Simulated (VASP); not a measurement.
A run of VASP 6.6.1 is set up as follows.

INCAR

```
SYSTEM = Ge2Sb
  PREC = Accurate
  ENCUT = 600
  EDIFF = 1E-6
  ISMEAR = 0
  SIGMA = 0.1
  LREAL = .FALSE.
  LASPH = .TRUE.
  NELM = 100
  ALGO = Normal
  ISIF = 3
  LWAVE = .FALSE.
  LCHARG = .FALSE.
  GGA = PE
  IBRION = 2
  NSW = 90
  EDIFFG = -0.04
```

The input KPOINTS:

```
regular mesh
0
G
  6 6 6
  0 0 0
```

The input POSCAR:

```
Ge2Sb
1.0
    0.0000000000      3.1416209660      3.1416209660
    3.1416209660      0.0000000000      3.1416209660
    3.1416209660      3.1416209660      0.0000000000
Ge Sb
2 1
Direct
    0.2500000000      0.2500000000      0.2500000000
    0.7500000000      0.7500000000      0.7500000000
    0.0000000000      0.0000000000      0.0000000000
```

Potentials or basis: VASP PAW PBE potentials, release 64 (Ge_d, Sb).

Launch:

```bash
$ cat potpaw_PBE.64/Ge_d/POTCAR potpaw_PBE.64/Sb/POTCAR > POTCAR
$ mpirun -np 1 vasp_std > vasp.out
```

Q: Predict the relaxed volume.

A: 26.62 Å³/atom.

Q: Estimate the relaxed cell.

A: a = 4.833 Å, b = 4.833 Å, c = 4.833 Å, α = 60.00°, β = 60.00°, γ = 60.00°.

Q: What does it give for the band gap on the k mesh?

A: Zero (an odd number of electrons rules out a gap without spin polarisation).

Final structure:
```xyz
3
Lattice="0.0000 3.4178 3.4178 3.4178 0.0000 3.4178 3.4178 3.4178 0.0000" Properties=species:S:1:pos:R:3 pbc="T T T"
Ge    1.7089    1.7089    1.7089
Ge    5.1267    5.1267    5.1267
Sb    0.0000    0.0000    0.0000
```

Caveat: the volume moved by over 15 % at a fixed basis, so the end points are rough; spin-orbit coupling is left out, which moves the levels of the heavy elements.
